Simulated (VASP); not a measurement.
# Al (I4/mmm) in VASP: further runs

Runs on Al. Level: r2SCAN. Tasks: single point.

All numbers are computed with VASP 6.6.1; they aren't measurements. Logs are shortened: lines on timing, memory, paths and dates and some standing lists are left out, and cuts for length are marked.

## Step 1: The cell of the first run

Symmetry: I4/mmm, No. 139, tetragonal system. The conventional cell has a = 3.230 Å, b = 3.230 Å, c = 3.087 Å, α = 90.00°, β = 90.00°, γ = 90.00°. Al (site symmetry 4/mmm) has 14 Al at 2.76 to 3.23 Å within 3.6 Å.

## Step 2: Single point, r2SCAN (strain +0.015 along x and y, -0.030 along z)

File POSCAR:

```
Al
1.0
   -1.6150869704      1.6150869704      1.5434821293
    1.6150869704     -1.6150869704      1.5434821293
    1.6150869704      1.6150869704     -1.5434821293
Al
1
Direct
    0.0000000000      0.0000000000      0.0000000000
```

File INCAR.step1:

```
PREC = Accurate ; ENCUT = 520
ISMEAR = 0 ; SIGMA = 0.15
LREAL = F ; LASPH = T
NELM = 60 ; NBANDS = 8
GGA = PE ; ALGO = Normal
EDIFF = 1E-4 ; LWAVE = T
LCHARG = F
```

File INCAR.step2:

```
PREC = Accurate ; ENCUT = 520
EDIFF = 1E-6 ; ISMEAR = 0
SIGMA = 0.15 ; LREAL = F
LASPH = T ; NELM = 60
ALGO = Normal ; ISIF = 2
LWAVE = F ; LCHARG = F
METAGGA = R2SCAN ; LMIXTAU = T
NBANDS = 8 ; ISTART = 1
```

File KPOINTS:

```
Automatic mesh
0
Gamma
  20 20 20
```

Potentials or basis: VASP PAW PBE potentials, release 64 (Al).

Run with:

```
$ cat potpaw_PBE.64/Al/POTCAR > POTCAR
$ cp INCAR.step1 INCAR
$ mpirun -np 1 vasp_std > vasp.out
$ cp INCAR.step2 INCAR
$ mpirun -np 1 vasp_std > vasp.out
```

OUTCAR:

```text
PREC = Accurate
   ENCUT = 520
   EDIFF = 1E-6
   ISMEAR = 0
   LREAL = F
   LASPH = T
   NELM = 60
   ISIF = 2
   METAGGA = R2SCAN
   ISTART = 1

 ion  position               nearest neighbor table
   1  0.000  0.000  0.000-

  LATTYP: Found a body centered tetragonal cell.
 ALAT       =     3.2301739408
 C/A-ratio  =     0.9556650246

  Lattice vectors:

 A1 = (  -1.6150869704,   1.6150869704,   1.5434821293)
 A2 = (   1.6150869704,  -1.6150869704,   1.5434821293)
 A3 = (   1.6150869704,   1.6150869704,  -1.5434821293)

Analysis of symmetry for initial positions (statically):
=====================================================================
 Subroutine PRICEL returns:
 Original cell was already a primitive cell.

 Routine SETGRP: Setting up the symmetry group for a
 body centered tetragonal supercell.

 Subroutine GETGRP returns: Found 16 space group operations
 (whereof 16 operations were pure point group operations)
 out of a pool of 16 trial point group operations.

The static configuration has the point symmetry D_4h.

Analysis of symmetry for dynamics (positions and initial velocities):
=====================================================================
 Subroutine PRICEL returns:
 Original cell was already a primitive cell.

 Routine SETGRP: Setting up the symmetry group for a
 body centered tetragonal supercell.

 Subroutine GETGRP returns: Found 16 space group operations
 (whereof 16 operations were pure point group operations)
 out of a pool of 16 trial point group operations.

The dynamic configuration has the point symmetry D_4h.

 Subroutine INISYM returns: Found 16 space group operations
 (whereof 16 operations are pure point group operations),
 and found     1 'primitive' translations

----------------------------------------------------------------------------------------

                                     Primitive cell

  volume of cell :      16.1047

  direct lattice vectors                    reciprocal lattice vectors
    -1.615086970  1.615086970  1.543482129     0.000000000  0.309580852  0.323942850
     1.615086970 -1.615086970  1.543482129     0.309580852  0.000000000  0.323942850
     1.615086970  1.615086970 -1.543482129     0.309580852  0.309580852  0.000000000

  length of vectors
     2.756691663  2.756691663  2.756691663     0.448084003  0.448084003  0.437813439

  position of ions in fractional coordinates (direct lattice)
     0.000000000  0.000000000  0.000000000

  ion indices of the primitive-cell ions
   primitive index   ion index
                 1           1

----------------------------------------------------------------------------------------

 KPOINTS: Automatic mesh

Automatic generation of k-mesh.
 Grid dimensions read from file:
 generate k-points for:   20   20   20

 Generating k-lattice:

  Cartesian coordinates                     Fractional coordinates (reciprocal lattice)
     0.000000000  0.015479043  0.016197143     0.050000000  0.000000000  0.000000000
     0.015479043  0.000000000  0.016197143     0.000000000  0.050000000  0.000000000
     0.015479043  0.015479043  0.000000000     0.000000000  0.000000000  0.050000000

  Length of vectors
     0.022404200  0.022404200  0.021890672

  Shift w.r.t. Gamma in fractional coordinates (k-lattice)
     0.000000000  0.000000000  0.000000000

 Subroutine IBZKPT returns following result:
 ===========================================

 Found    641 irreducible k-points:

 Following reciprocal coordinates:
            Coordinates               Weight
  0.000000  0.000000  0.000000      1.000000
  0.050000  0.000000 -0.000000      8.000000
  0.100000  0.000000  0.000000      8.000000
  0.150000  0.000000  0.000000      8.000000
  0.200000  0.000000  0.000000      8.000000
  0.250000  0.000000  0.000000      8.000000
[... 16 lines left out ...]
 -0.400000  0.050000 -0.000000     16.000000
 -0.350000  0.050000 -0.000000     16.000000
 [... further k-points ...]
   k-points           NKPTS =    641   k-points in BZ     NKDIM =    641   number of bands    NBANDS=      8
   number of dos      NEDOS =    301   number of ions     NIONS =      1
   total plane-waves  NPLWV =  13824
   dimension x,y,z NGX =    24 NGY =   24 NGZ =   24
   dimension x,y,z NGXF=    48 NGYF=   48 NGZF=   48
   ions per type =               1
   NGX,Y,Z   is equivalent  to a cutoff of  14.47, 14.47, 14.47 a.u.
   NGXF,Y,Z  is equivalent  to a cutoff of  28.95, 28.95, 28.95 a.u.
 SYSTEM =  unknown system
   PREC   = accura    normal or accurate (medium, high low for compatibility)
   ISTART =      1    job   : 0-new  1-cont  2-samecut
   ICHARG =      0    charge: 1-file 2-atom 10-const
   ISPIN  =      1    spin polarized calculation?
   LNONCOLLINEAR =      F non collinear calculations
   LSORBIT =      F    spin-orbit coupling
   LASPH  =      T    aspherical Exc in radial PAW
   ENCUT  =  520.0 eV  38.22 Ry    6.18 a.u.   5.13  5.13  5.13*2*pi/ulx,y,z
[... 113 lines left out ...]
  band No.  band energies     occupation
      1      -1.7833      2.00000
      2      13.1938      0.00000
      3      18.2233      0.00000
      4      18.8633      0.00000
      5      20.3452      0.00000
      6      22.2444      0.00000
      7      27.3202      0.00000
      8      28.1526      0.00000

 k-point     7 :       0.3000    0.0000    0.0000
  band No.  band energies     occupation
      1      -0.9285      2.00000
      2      11.1101      0.00000
      3      17.6787      0.00000
      4      18.1999      0.00000
      5      19.7600      0.00000
      6      21.6813      0.00000
      7      27.9621      0.00000
      8      29.0780      0.00000

 k-point     8 :       0.3500    0.0000    0.0000
  band No.  band energies     occupation
      1       0.0744      2.00000
      2       9.1458      0.00000
      3      17.2516      0.00000
      4      17.6794      0.00000
      5      19.3017      0.00000
      6      21.2240      0.00000
      7      28.6837      0.00000
      8      30.1115      0.00000

 k-point     9 :       0.4000    0.0000    0.0000
  band No.  band energies     occupation
      1       1.2198      2.00000
      2       7.3114      2.00000
      3      16.9440      0.00000
      4      17.3070      0.00000
      5      18.9732      0.00000
      6      20.8867      0.00000
      7      29.4610      0.00000
      8      31.2063      0.00000

 k-point    10 :       0.4500   -0.0000    0.0000
  band No.  band energies     occupation
      1       2.4910      2.00000
      2       5.6263      2.00000
      3      16.7579      0.00000
      4      17.0840      0.00000
      5      18.7759      0.00000
      6      20.6800      0.00000
      7      30.1917      0.00000
      8      32.2360      0.00000
[... 78 lines left out ...]
 k-point    18 :       0.3500    0.0500    0.0000
  band No.  band energies     occupation
      1       0.7114      2.00000
      2       8.2222      1.47524
      3      16.1478      0.00000
      4      17.3366      0.00000
      5      19.7538      0.00000
      6      21.5865      0.00000
      7      27.9899      0.00000
      8      31.5813      0.00000

 k-point    19 :       0.4000    0.0500    0.0000
  band No.  band energies     occupation
      1       1.9259      2.00000
      2       6.4628      2.00000
      3      15.8081      0.00000
      4      17.1355      0.00000
      5      19.4417      0.00000
      6      21.3833      0.00000
      7      28.8641      0.00000
      8      32.3883      0.00000

 k-point    20 :       0.4500    0.0500    0.0000
  band No.  band energies     occupation
      1       3.2242      2.00000
      2       4.8949      2.00000
      3      15.6103      0.00000
      4      17.0648      0.00000
      5      19.2651      0.00000
      6      21.3054      0.00000
      7      29.7470      0.00000
      8      32.5365      0.00000

 k-point    21 :       0.5000    0.0500   -0.0000
  band No.  band energies     occupation
      1       3.1679      2.00000
      2       4.9573      2.00000
      3      15.5545      0.00000
      4      17.1253      0.00000
      5      19.2254      0.00000
      6      21.3574      0.00000
      7      30.3597      0.00000
      8      32.0175      0.00000

 k-point    22 :      -0.4500    0.0500   -0.0000
  band No.  band energies     occupation
      1       1.8684      2.00000
      2       6.5387      2.00000
      3      15.6399      0.00000
      4      17.3177      0.00000
      5      19.3234      0.00000
      6      21.5393      0.00000
      7      30.1421      0.00000
      8      31.2812      0.00000

 k-point    23 :      -0.4000    0.0500   -0.0000
  band No.  band energies     occupation
      1       0.6596      2.00000
      2       8.3044      0.88947
      3      15.8651      0.00000
      4      17.6420      0.00000
      5      19.5584      0.00000
      6      21.8469      0.00000
      7      29.3365      0.00000
      8      30.3925      0.00000

 k-point    24 :      -0.3500    0.0500   -0.0000
  band No.  band energies     occupation
      1      -0.4118      2.00000
      2      10.2060      0.00000
      3      16.2279      0.00000
      4      18.0978      0.00000
      5      19.9284      0.00000
      6      22.2717      0.00000
      7      28.4094      0.00000
      8      29.5373      0.00000

 [... further k-points ...]
[... 5 lines left out ...]
  --------------------------------------------------------------------------------------
  -------------------------------------------------------------------------------------
  Total        0.0785837      0.0785837     -0.1013438      0.0000000     -0.0000000      0.0000000
  in kB        7.8178910      7.8178910    -10.0821732      0.0000000     -0.0000000      0.0000000
  external PRESSURE =       1.8512029 kB  Pullay stress =       0.0000000 kB

 VOLUME and BASIS-vectors are now :
 -----------------------------------------------------------------------------
  energy-cutoff  :      520.00
  volume of cell :       16.10
      direct lattice vectors                 reciprocal lattice vectors
    -1.615086970  1.615086970  1.543482129     0.000000000  0.309580852  0.323942850
     1.615086970 -1.615086970  1.543482129     0.309580852  0.000000000  0.323942850
     1.615086970  1.615086970 -1.543482129     0.309580852  0.309580852  0.000000000

 POSITION                                       TOTAL-FORCE (eV/Angst)
 -----------------------------------------------------------------------------------
      0.00000      0.00000      0.00000        -0.000000      0.000000     -0.000000
 -----------------------------------------------------------------------------------
    total drift:                               -0.000000      0.000000      0.000000

  FREE ENERGIE OF THE ION-ELECTRON SYSTEM (eV)
  ---------------------------------------------------
  free  energy   TOTEN  =        -6.6292222714 eV

  energy  without entropy=       -6.6249576533  energy(sigma->0) =       -6.62708996
```

Wall time 2.8 min (1 thread of Intel Xeon Platinum 8259CL at 2.50GHz (Skylake/Cascade Lake), shared host); peak memory 0.19 GiB.

What came out:

* Free energy: -6.6292 eV
* Pressure: 0.2 GPa

Caveat: the cell differs from its parent crystal (strain +0.015 along x and y, -0.030 along z); the PAW data sets were made with another functional, which shifts forces and pressure a little.

## Step 3: Single point, r2SCAN (strain +0.000 along x and y, +0.015 along z)

File POSCAR:

```
Al
1.0
   -1.5912186900      1.5912186900      1.6150869704
    1.5912186900     -1.5912186900      1.6150869704
    1.5912186900      1.5912186900     -1.6150869704
Al
1
Direct
    0.0000000000      0.0000000000      0.0000000000
```

File INCAR.step1:

```
PREC = Accurate ; ENCUT = 520
ISMEAR = 0 ; SIGMA = 0.15
LREAL = False ; LASPH = True
NELM = 80 ; NBANDS = 8
GGA = PE ; ALGO = Normal
EDIFF = 1E-4 ; LWAVE = True
LCHARG = False
```

File INCAR.step2:

```
PREC = Accurate ; ENCUT = 520
EDIFF = 1E-6 ; ISMEAR = 0
SIGMA = 0.15 ; LREAL = False
LASPH = True ; NELM = 80
ALGO = Normal ; ISIF = 2
LWAVE = False ; LCHARG = False
METAGGA = R2SCAN ; LMIXTAU = True
NBANDS = 8 ; ISTART = 1
```

KPOINTS is that of step 2.

Potentials or basis: VASP PAW PBE potentials, release 64 (Al).

Run with:

```
$ cat potpaw_PBE.64/Al/POTCAR > POTCAR
$ cp INCAR.step1 INCAR
$ mpirun -np 1 vasp_std > vasp.out
$ cp INCAR.step2 INCAR
$ mpirun -np 1 vasp_std > vasp.out
```

Run time: 2.8 min. Hardware: 1 thread of Intel Xeon Platinum 8259CL at 2.50GHz (Skylake/Cascade Lake), shared host; peak memory 0.19 GiB.

The run converged. Its results:

- Free energy: -6.6255 eV
- Pressure: -1.1 GPa

Stress tensor (GPa, compression positive):
```
-1.37  0.00  0.00
 0.00 -1.37  0.00
 0.00  0.00 -0.42
```

Levels at points of the mesh, in eV from the Fermi level:
| k point | band 1 | band 2 | band 3 | band 4 |
| --- | --- | --- | --- | --- |
| (0.00, 0.00, 0.00) | -11.92 | 13.97 | 13.97 | 14.34 |
| (0.50, 0.00, 0.00) | -4.78 | -4.07 | 8.81 | 8.99 |
| (0.50, 0.50, 0.00) | -4.70 | -3.92 | 8.48 | 8.69 |
| (0.50, 0.50, 0.50) | 1.72 | 2.17 | 2.17 | 2.85 |

Caveat: the cell differs from its parent crystal (strain +0.000 along x and y, +0.015 along z); the PAW data sets were made with another functional, which shifts forces and pressure a little.

## Step 4: Single point, r2SCAN (strain +0.015 along x and y, -0.015 along z)

File POSCAR:

```
Al
1.0
   -1.6150869704      1.6150869704      1.5673504096
    1.6150869704     -1.6150869704      1.5673504096
    1.6150869704      1.6150869704     -1.5673504096
Al
1
Direct
    0.0000000000      0.0000000000      0.0000000000
```

File INCAR.step1:

```
PREC = Accurate ; ENCUT = 520
ISMEAR = 0 ; SIGMA = 0.15
LREAL = F ; LASPH = T
NELM = 100 ; NBANDS = 8
GGA = PE ; ALGO = Normal
EDIFF = 1E-4 ; LWAVE = T
LCHARG = F
```

File INCAR.step2:

```
PREC = Accurate ; ENCUT = 520
EDIFF = 1E-6 ; ISMEAR = 0
SIGMA = 0.15 ; LREAL = F
LASPH = T ; NELM = 100
ALGO = Normal ; ISIF = 2
LWAVE = F ; LCHARG = F
METAGGA = R2SCAN ; LMIXTAU = T
NBANDS = 8 ; ISTART = 1
```

KPOINTS is that of step 3.

Run with:

```
$ cat potpaw_PBE.64/Al/POTCAR > POTCAR
$ cp INCAR.step1 INCAR
$ mpirun -np 1 vasp_std > vasp.out
$ cp INCAR.step2 INCAR
$ mpirun -np 1 vasp_std > vasp.out
```

It took 2.9 min on 1 thread of Intel Xeon Platinum 8259CL at 2.50GHz (Skylake/Cascade Lake), shared host; peak memory 0.19 GiB.

Results (log left out):

```yaml
Free_energy: -6.6268 eV
Pressure: -1.1 GPa
```

Stress tensor (GPa, compression positive):
```
-0.59  0.00  0.00
 0.00 -0.59  0.00
 0.00  0.00 -2.04
```

Levels at points of the mesh, in eV from the Fermi level:
| k point | band 1 | band 2 | band 3 | band 4 |
| --- | --- | --- | --- | --- |
| (0.00, 0.00, 0.00) | -11.92 | 13.60 | 14.36 | 14.36 |
| (0.50, 0.00, 0.00) | -4.69 | -3.91 | 8.48 | 8.70 |
| (0.50, 0.50, 0.00) | -4.86 | -4.21 | 9.17 | 9.32 |
| (0.50, 0.50, 0.50) | 1.73 | 1.73 | 2.64 | 2.78 |

Caveat: the cell differs from its parent crystal (strain +0.015 along x and y, -0.015 along z); the PAW data sets were made with another functional, which shifts forces and pressure a little.

## Step 5: Single point, r2SCAN (strain +0.030 along x and y, -0.030 along z)

File POSCAR:

```
Al
1.0
   -1.6389552507      1.6389552507      1.5434821293
    1.6389552507     -1.6389552507      1.5434821293
    1.6389552507      1.6389552507     -1.5434821293
Al
1
Direct
    0.0000000000      0.0000000000      0.0000000000
```

File INCAR.step1:

```
SYSTEM = Al
ALGO = Normal
EDIFF = 1E-4
ENCUT = 520
GGA = PE
ISMEAR = 0
LASPH = .True.
LCHARG = .False.
LREAL = .False.
LWAVE = .True.
NBANDS = 8
NELM = 80
PREC = Accurate
SIGMA = 0.15
```

File INCAR.step2:

```
SYSTEM = Al
ALGO = Normal
EDIFF = 1E-7
ENCUT = 520
ISIF = 2
ISMEAR = 0
ISTART = 1
LASPH = .True.
LCHARG = .False.
LMIXTAU = .True.
LREAL = .False.
LWAVE = .False.
METAGGA = R2SCAN
NBANDS = 8
NELM = 80
PREC = Accurate
SIGMA = 0.15
```

File KPOINTS:

```
k-points
0
Gamma
  20 20 20
  0 0 0
```

Run with:

```
$ cat potpaw_PBE.64/Al/POTCAR > POTCAR
$ cp INCAR.step1 INCAR
$ mpirun -np 1 vasp_std > vasp.out
$ cp INCAR.step2 INCAR
$ mpirun -np 1 vasp_std > vasp.out
```

It took 3.3 min on 1 thread of Intel Xeon Platinum 8259CL at 2.50GHz (Skylake/Cascade Lake), shared host; peak memory 0.19 GiB.

It converged, with:

```yaml
Free_energy: -6.6280 eV
Pressure: -2.1 GPa
```

Stress tensor (GPa, compression positive):
```
-1.49  0.00  0.00
 0.00 -1.49  0.00
 0.00  0.00 -3.46
```

Levels at points of the mesh, in eV from the Fermi level:
| k point | band 1 | band 2 | band 3 | band 4 | band 5 |
| --- | --- | --- | --- | --- | --- |
| (0.00, 0.00, 0.00) | -11.83 | 13.03 | 14.56 | 14.56 | 15.41 |
| (0.50, 0.00, 0.00) | -4.58 | -3.79 | 8.24 | 8.40 | 10.09 |
| (0.50, 0.50, 0.00) | -4.91 | -4.39 | 9.62 | 9.65 | 11.68 |
| (0.50, 0.50, 0.50) | 1.41 | 1.41 | 2.63 | 3.07 | 3.24 |

Caveat: the cell differs from its parent crystal (strain +0.030 along x and y, -0.030 along z); the PAW data sets were made with another functional, which shifts forces and pressure a little.

## Step 6: Single point, r2SCAN (strain +0.000 along x and y, +0.030 along z)

File POSCAR:

```
Al
1.0
   -1.5912186900      1.5912186900      1.6389552507
    1.5912186900     -1.5912186900      1.6389552507
    1.5912186900      1.5912186900     -1.6389552507
Al
1
Direct
    0.0000000000      0.0000000000      0.0000000000
```

File INCAR.step1:

```
SYSTEM = Al
PREC = Accurate
ENCUT = 520
ISMEAR = 0
SIGMA = 0.15
LREAL = .False.
LASPH = .True.
NELM = 100
NBANDS = 8
GGA = PE
ALGO = Normal
EDIFF = 1E-4
LWAVE = .True.
LCHARG = .False.
```

File INCAR.step2:

```
SYSTEM = Al
PREC = Accurate
ENCUT = 520
EDIFF = 1E-7
ISMEAR = 0
SIGMA = 0.15
LREAL = .False.
LASPH = .True.
NELM = 100
ALGO = Normal
ISIF = 2
LWAVE = .False.
LCHARG = .True.
METAGGA = R2SCAN
LMIXTAU = .True.
LELF = .True.
LVHAR = .True.
NBANDS = 8
ISTART = 1
```

File KPOINTS:

```
Automatic mesh
0
Gamma
  20 20 20
  0 0 0
```

Potentials or basis: VASP PAW PBE potentials, release 64 (Al).

Run with:

```
$ cat potpaw_PBE.64/Al/POTCAR > POTCAR
$ cp INCAR.step1 INCAR
$ mpirun -np 1 vasp_std > vasp.out
$ cp INCAR.step2 INCAR
$ mpirun -np 1 vasp_std > vasp.out
```

Run time: 3.7 min. Hardware: 1 thread of Intel Xeon Platinum 8259CL at 2.50GHz (Skylake/Cascade Lake), shared host; peak memory 0.19 GiB.

The run converged. Its results:

```
Free energy : -6.6242 eV
Pressure    : -2.2 GPa
```

Stress tensor (GPa, compression positive):
```
-2.67  0.00  0.00
 0.00 -2.67  0.00
 0.00  0.00 -1.27
```

Levels at points of the mesh, in eV from the Fermi level:
| k point | band 1 | band 2 | band 3 | band 4 | band 5 |
| --- | --- | --- | --- | --- | --- |
| (0.00, 0.00, 0.00) | -11.82 | 13.77 | 13.77 | 14.49 | 15.62 |
| (0.50, 0.00, 0.00) | -4.74 | -4.09 | 8.89 | 8.98 | 10.85 |
| (0.50, 0.50, 0.00) | -4.58 | -3.81 | 8.24 | 8.39 | 10.09 |
| (0.50, 0.50, 0.50) | 1.42 | 2.29 | 2.29 | 2.75 | 3.16 |

Caveat: the cell differs from its parent crystal (strain +0.000 along x and y, +0.030 along z); the PAW data sets were made with another functional, which shifts forces and pressure a little.

## Step 7: Overview

| cell | gap on the mesh (eV) | pressure (GPa) |
| --- | --- | --- |
| a = 2.757 Å, angles 108.3, 108.3, 111.9°, 1 atom | none | 0.2 |
| a = 2.770 Å, angles 109.9, 109.9, 108.7°, 1 atom | none | -1.1 |
| a = 2.770 Å, angles 108.7, 108.7, 111.1°, 1 atom | none | -1.1 |
| a = 2.785 Å, angles 107.9, 107.9, 112.7°, 1 atom | none | -2.1 |
| a = 2.784 Å, angles 110.3, 110.3, 107.9°, 1 atom | none | -2.2 |

Alike in all rows: task single point; level r2SCAN; potentials or basis VASP PAW PBE potentials, release 64 (Al); no spin polarisation; k mesh 20 × 20 × 20; cutoff (eV) 520; smearing gaussian 0.15 eV.

Caveats: the PAW data sets were made with another functional, which shifts forces and pressure a little.

Absolute energies hang on the potentials; compare differences alone.
